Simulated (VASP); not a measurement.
# LiNbO3 (R-3c) in VASP: notebook

The runs below take LiNbO3 through single point, with LDA.

Everything below comes from runs of VASP 6.6.1. Logs are shortened: lines on timing, memory, paths and dates and some standing lists are left out, and cuts for length are marked.

## Step 1: The cell of the first run

It takes space group R-3c (No. 167, trigonal). Conventional cell: a = 5.024 Å, b = 5.024 Å, c = 13.251 Å, α = 90.00°, β = 90.00°, γ = 120.00°. Within 2.4 Å of Li (site symmetry 32) lie 3 O at 1.84 Å. Nb (site symmetry -3) has 6 O at 1.94 Å within 2.6 Å. Within 2.4 Å of O (site symmetry 2) lie 1 Li at 1.84 Å and 2 Nb at 1.94 Å.

## Step 2: Single point, LDA (9.66 Å³/atom)

Contents of INCAR:

```
ALGO = Normal ; EDIFF = 1E-6
ENCUT = 520 ; ISIF = 2
ISMEAR = 0 ; LASPH = T
LCHARG = F ; LREAL = F
LWAVE = F ; NBANDS = 45
NELM = 100 ; PREC = Accurate
SIGMA = 0.02
```

Contents of KPOINTS:

```
k-points
0
Gamma
  6 6 6
```

Contents of POSCAR:

```
LiNbO3
1.0
    2.5120559421      1.4503361744      4.4169786908
   -2.5120559421      1.4503361744      4.4169786908
    0.0000000000     -2.9006723488      4.4169786908
Li Nb O
2 2 6
Direct
    0.2500000000      0.2500000000      0.2500000000
    0.7500000000      0.7500000000      0.7500000000
    0.0000000000      0.0000000000      0.0000000000
    0.5000000000      0.5000000000      0.5000000000
    0.1156309505      0.3843690495      0.7500000000
    0.7500000000      0.1156309505      0.3843690495
    0.3843690495      0.7500000000      0.1156309505
    0.2500000000      0.8843690495      0.6156309505
    0.8843690495      0.6156309505      0.2500000000
    0.6156309505      0.2500000000      0.8843690495
```

Potentials or basis: VASP PAW LDA potentials, release 64 (Li_sv, Nb_sv, O).

Launch:

```bash
cat potpaw_LDA.64/Li_sv/POTCAR potpaw_LDA.64/Nb_sv/POTCAR potpaw_LDA.64/O/POTCAR > POTCAR
mpirun -np 1 vasp_std > vasp.out
```

OUTCAR:

```text
EDIFF = 1E-6
   ENCUT = 520
   ISIF = 2
   ISMEAR = 0
   LASPH = T
   LREAL = F
   NELM = 100
   PREC = Accurate

 ion  position               nearest neighbor table
   1  0.250  0.250  0.250-   9 1.84   8 1.84  10 1.84
   2  0.750  0.750  0.750-   5 1.84   6 1.84   7 1.84
   3  0.000  0.000  0.000-   7 1.94  10 1.94   8 1.94   6 1.94   9 1.94   5 1.94
   4  0.500  0.500  0.500-   6 1.94   8 1.94   7 1.94  10 1.94   9 1.94   5 1.94
   5  0.116  0.384  0.750-   2 1.84   3 1.94   4 1.94
   6  0.750  0.116  0.384-   2 1.84   4 1.94   3 1.94
   7  0.384  0.750  0.116-   2 1.84   3 1.94   4 1.94
   8  0.250  0.884  0.616-   1 1.84   4 1.94   3 1.94
   9  0.884  0.616  0.250-   1 1.84   3 1.94   4 1.94
  10  0.616  0.250  0.884-   1 1.84   3 1.94   4 1.94

  LATTYP: Found a trigonal (rhomboedric) cell.
 ALAT       =     5.2842786480
 COS(alpha) =     0.5480221126

  Lattice vectors:

 A1 = (   2.5120559421,   1.4503361744,   4.4169786908)
 A2 = (  -2.5120559421,   1.4503361744,   4.4169786908)
 A3 = (   0.0000000000,  -2.9006723488,   4.4169786908)

Analysis of symmetry for initial positions (statically):
=====================================================================
 Subroutine PRICEL returns:
 Original cell was already a primitive cell.

 Routine SETGRP: Setting up the symmetry group for a
 trigonal (rhombohedral) supercell.

 Subroutine GETGRP returns: Found 12 space group operations
 (whereof  6 operations were pure point group operations)
 out of a pool of 12 trial point group operations.

The static configuration has the point symmetry S_6 .
 The point group associated with its full space group is D_3d.

Analysis of symmetry for dynamics (positions and initial velocities):
=====================================================================
 Subroutine PRICEL returns:
 Original cell was already a primitive cell.

 Routine SETGRP: Setting up the symmetry group for a
 trigonal (rhombohedral) supercell.

 Subroutine GETGRP returns: Found 12 space group operations
 (whereof  6 operations were pure point group operations)
 out of a pool of 12 trial point group operations.

The dynamic configuration has the point symmetry S_6 .
 The point group associated with its full space group is D_3d.

 Subroutine INISYM returns: Found 12 space group operations
 (whereof  6 operations are pure point group operations),
 and found     1 'primitive' translations

----------------------------------------------------------------------------------------

                                     Primitive cell

  volume of cell :      96.5549

  direct lattice vectors                    reciprocal lattice vectors
     2.512055942  1.450336174  4.416978691     0.199040153  0.114915886  0.075466367
    -2.512055942  1.450336174  4.416978691    -0.199040153  0.114915886  0.075466367
     0.000000000 -2.900672349  4.416978691     0.000000000 -0.229831772  0.075466367

  length of vectors
     5.284278648  5.284278648  5.284278648     0.241904560  0.241904560  0.241904560

  position of ions in fractional coordinates (direct lattice)
     0.250000000  0.250000000  0.250000000
     0.750000000  0.750000000  0.750000000
     0.000000000  0.000000000  0.000000000
     0.500000000  0.500000000  0.500000000
     0.115630950  0.384369050  0.750000000
     0.750000000  0.115630950  0.384369050
     0.384369050  0.750000000  0.115630950
     0.250000000  0.884369050  0.615630950
     0.884369050  0.615630950  0.250000000
     0.615630950  0.250000000  0.884369050

  ion indices of the primitive-cell ions
   primitive index   ion index
                 1           1
                 2           2
                 3           3
                 4           4
                 5           5
                 6           6
                 7           7
                 8           8
                 9           9
                10          10

----------------------------------------------------------------------------------------

 KPOINTS: k-points

Automatic generation of k-mesh.
 Grid dimensions read from file:
 generate k-points for:    6    6    6

 Generating k-lattice:

  Cartesian coordinates                     Fractional coordinates (reciprocal lattice)
     0.033173359  0.019152648  0.012577728     0.166666667  0.000000000  0.000000000
    -0.033173359  0.019152648  0.012577728     0.000000000  0.166666667  0.000000000
     0.000000000 -0.038305295  0.012577728     0.000000000  0.000000000  0.166666667

  Length of vectors
     0.040317427  0.040317427  0.040317427

  Shift w.r.t. Gamma in fractional coordinates (k-lattice)
     0.000000000  0.000000000  0.000000000

 Subroutine IBZKPT returns following result:
 ===========================================

 Found     32 irreducible k-points:

 Following reciprocal coordinates:
            Coordinates               Weight
  0.000000  0.000000  0.000000      1.000000
  0.166667  0.000000  0.000000      6.000000
  0.333333  0.000000  0.000000      6.000000
  0.500000  0.000000  0.000000      3.000000
  0.166667  0.166667  0.000000      6.000000
  0.333333  0.166667  0.000000     12.000000
[... 16 lines left out ...]
  0.500000  0.500000  0.166667      6.000000
 -0.333333  0.500000  0.166667     12.000000
 [... further k-points ...]
   k-points           NKPTS =     32   k-points in BZ     NKDIM =     32   number of bands    NBANDS=     45
   number of dos      NEDOS =    301   number of ions     NIONS =     10
   total plane-waves  NPLWV =  64000
   dimension x,y,z NGX =    40 NGY =   40 NGZ =   40
   dimension x,y,z NGXF=    80 NGYF=   80 NGZF=   80
   ions per type =               2   2   6
   NGX,Y,Z   is equivalent  to a cutoff of  12.58, 12.58, 12.58 a.u.
   NGXF,Y,Z  is equivalent  to a cutoff of  25.17, 25.17, 25.17 a.u.
 SYSTEM =  unknown system
   PREC   = accura    normal or accurate (medium, high low for compatibility)
   ISTART =      0    job   : 0-new  1-cont  2-samecut
   ICHARG =      2    charge: 1-file 2-atom 10-const
   ISPIN  =      1    spin polarized calculation?
   LNONCOLLINEAR =      F non collinear calculations
   LSORBIT =      F    spin-orbit coupling
   LASPH  =      T    aspherical Exc in radial PAW
   ENCUT  =  520.0 eV  38.22 Ry    6.18 a.u.   9.83  9.83  9.83*2*pi/ulx,y,z
   NELM   =    100;   NELMIN=  2; NELMDL= -5     # of ELM steps
   EDIFF  = 0.1E-05   stopping-criterion for ELM
   LREAL  =      F    real-space projection
[... 7 lines left out ...]
   TEBEG  =    0.0;   TEEND  =   0.0 temperature during run
   PSTRESS=    0.0 pullay stress
   NELECT =      68.0000    total number of electrons
   NUPDOWN=      -1.0000    fix difference up-down
   EMIN   =  10.00;   EMAX   =-10.00  energy-range for DOS
   EFERMI =   0.00;   METHOD = LEGACY
   ISMEAR =     0;   SIGMA  =   0.02  broadening in eV -4-tet -1-fermi 0-gaus
   EFERMI_NEDOS =   21; number of points for ismear=-14 and -15
   IALGO  =     38    algorithm
   IMIX   =      4    mixing-type and parameters
     AMIX     =   0.40;   BMIX     =  1.00
     AMIX_MAG =   1.60;   BMIX_MAG =  1.00
  volume/ion in A,a.u.               =       9.66        65.16
  Fermi-wavevector in a.u.,A,eV,Ry     =   1.456531  2.752444 28.864508  2.121481
  Thomas-Fermi vector in A             =   2.573438
   LORBIT       =      0    0 simple, 1 ext, 2 COOP (PROOUT), +10 PAW based schemes
   GGA     = CA    functional components
   LHFCALC =     F    Hartree Fock is set to
   AEXX    =    0.0000 exact exchange contribution
   IVDW    =     0    specifies the selected vdW correction
   LEPSILON=     F    determine dielectric tensor
   LRPA    =     F    only Hartree local field effects (RPA)
 non-spin polarized calculation
 Gauss-broadening in eV      SIGMA  =   0.02
  energy-cutoff  :      520.00
  volume of cell :       96.55
 maximum number of plane-waves:      2617
   NGX = 19   NGY = 19   NGZ = 19

 number of electron      67.9999984 magnetization

 Free energy of the ion-electron system (eV)
  ---------------------------------------------------
  ext. energy  EPLUGINS =         0.00000000
  ---------------------------------------------------
  free energy    TOTEN  =       -87.12007304 eV

  energy without entropy =      -87.12007304  energy(sigma->0) =      -87.12007304

 E-fermi :   4.5377     XC(G=0): -11.8434

 val. band max:        4.4342779868   @ k =   0.0000   0.0000   0.0000
 cond. band min:       7.1477999565   @ k =   0.5000   0.5000   0.0000
 fundamental gap:      2.7135219697
 Fermi energy:         4.5376729662

 k-point     1 :       0.0000    0.0000    0.0000
  band No.  band energies     occupation
      1     -49.4192      2.00000
      2     -49.3931      2.00000
      3     -36.8631      2.00000
      4     -36.8587      2.00000
      5     -25.9885      2.00000
      6     -25.9885      2.00000
[... 37 lines left out ...]
     44      15.3256      0.00000
     45      16.0956      0.00000

 k-point     2 :       0.1667    0.0000    0.0000
  band No.  band energies     occupation
      1     -49.4175      2.00000
      2     -49.3949      2.00000
      3     -36.8629      2.00000
      4     -36.8590      2.00000
      5     -25.9746      2.00000
      6     -25.9734      2.00000
[... 37 lines left out ...]
     44      15.2382      0.00000
     45      15.7151      0.00000

 k-point     3 :       0.3333    0.0000    0.0000
  band No.  band energies     occupation
      1     -49.4126      2.00000
      2     -49.3996      2.00000
      3     -36.8621      2.00000
      4     -36.8598      2.00000
      5     -25.9349      2.00000
      6     -25.9316      2.00000
[... 37 lines left out ...]
     44      15.0003      0.00000
     45      15.0517      0.00000

 k-point     4 :       0.5000    0.0000    0.0000
  band No.  band energies     occupation
      1     -49.4061      2.00000
      2     -49.4061      2.00000
      3     -36.8610      2.00000
      4     -36.8610      2.00000
      5     -25.8769      2.00000
      6     -25.8769      2.00000
[... 901 lines left out ...]
     44      14.7523      0.00000
     45      15.1293      0.00000

 k-point    23 :       0.5000    0.5000    0.1667
  band No.  band energies     occupation
      1     -49.4098      2.00000
      2     -49.4023      2.00000
      3     -36.8618      2.00000
      4     -36.8603      2.00000
      5     -25.9958      2.00000
      6     -25.9881      2.00000
[... 37 lines left out ...]
     44      14.7905      0.00000
     45      14.8090      0.00000

 k-point    24 :      -0.3333    0.5000    0.1667
  band No.  band energies     occupation
      1     -49.4082      2.00000
      2     -49.4039      2.00000
      3     -36.8615      2.00000
      4     -36.8606      2.00000
      5     -26.0119      2.00000
      6     -26.0044      2.00000
[... 37 lines left out ...]
     44      14.7202      0.00000
     45      15.0608      0.00000

 [... further k-points ...]

------------------------ aborting loop because EDIFF is reached ----------------------------------------

  FORCE on cell =-STRESS in cart. coord.  units (eV):
  Direction    XX          YY          ZZ          XY          YZ          ZX
  --------------------------------------------------------------------------------------
  -------------------------------------------------------------------------------------
  Total        7.2959220      7.2959220      7.2213475      0.0000000      0.0000000      0.0000000
  in kB      121.0643354    121.0643354    119.8268894      0.0000000      0.0000000      0.0000000
  external PRESSURE =     120.6518534 kB  Pullay stress =       0.0000000 kB

 VOLUME and BASIS-vectors are now :
 -----------------------------------------------------------------------------
  energy-cutoff  :      520.00
  volume of cell :       96.55
      direct lattice vectors                 reciprocal lattice vectors
     2.512055942  1.450336174  4.416978691     0.199040153  0.114915886  0.075466367
    -2.512055942  1.450336174  4.416978691    -0.199040153  0.114915886  0.075466367
     0.000000000 -2.900672349  4.416978691     0.000000000 -0.229831772  0.075466367

 POSITION                                       TOTAL-FORCE (eV/Angst)
 -----------------------------------------------------------------------------------
      0.00000      0.00000      3.31273        -0.000000     -0.000000     -0.000000
      0.00000      0.00000      9.93820        -0.000000     -0.000000     -0.000000
      0.00000      0.00000      0.00000        -0.000000     -0.000000     -0.000000
      0.00000      0.00000      6.62547        -0.000000     -0.000000     -0.000000
     -0.67509     -1.45034      5.52122         0.001731     -0.000000      0.000000
      1.59357      0.14053      5.52122        -0.000866      0.001499     -0.000000
     -0.91849      1.30981      5.52122        -0.000866     -0.001499     -0.000000
     -1.59357     -0.14053      7.72971         0.000866     -0.001499     -0.000000
      0.67509      1.45034      7.72971        -0.001731     -0.000000     -0.000000
      0.91849     -1.30981      7.72971         0.000866      0.001499     -0.000000
 -----------------------------------------------------------------------------------
    total drift:                                0.000000      0.000000      0.000000

  FREE ENERGIE OF THE ION-ELECTRON SYSTEM (eV)
  ---------------------------------------------------
  free  energy   TOTEN  =       -87.1200730437 eV

  energy  without entropy=      -87.1200730437  energy(sigma->0) =      -87.12007304
```

Wall time 1.7 min (1 thread of Intel Xeon Platinum 8559C (Emerald Rapids), shared host); peak memory 0.26 GiB.

Results:

* Free energy: -87.1201 eV
* Band gap on the k mesh: 2.71 eV (least direct gap 2.79 eV)

Levels at points of the mesh, in eV from the valence-band top:
```
           k point  band 31  band 32  band 33  band 34  band 35  band 36  band 37  band 38
(0.00, 0.00, 0.00)    -0.49    -0.26    -0.26     0.00     2.79     2.79     2.91     4.97
(0.50, 0.00, 0.00)    -0.40    -0.40    -0.27    -0.27     4.42     4.42     4.48     4.48
(0.50, 0.50, 0.00)    -0.88    -0.54    -0.52    -0.31     2.71     3.69     4.10     4.65
(0.50, 0.50, 0.50)    -0.43    -0.43    -0.43    -0.43     4.37     4.37     4.81     4.81
```

Caveat: the cutoff is under 1.25 times the usual one of these potentials, so pressure, stress and relaxed cells hold a basis-set (Pulay) error. A k mesh can miss the band edges.

(Part 1 of 2 ends here.)
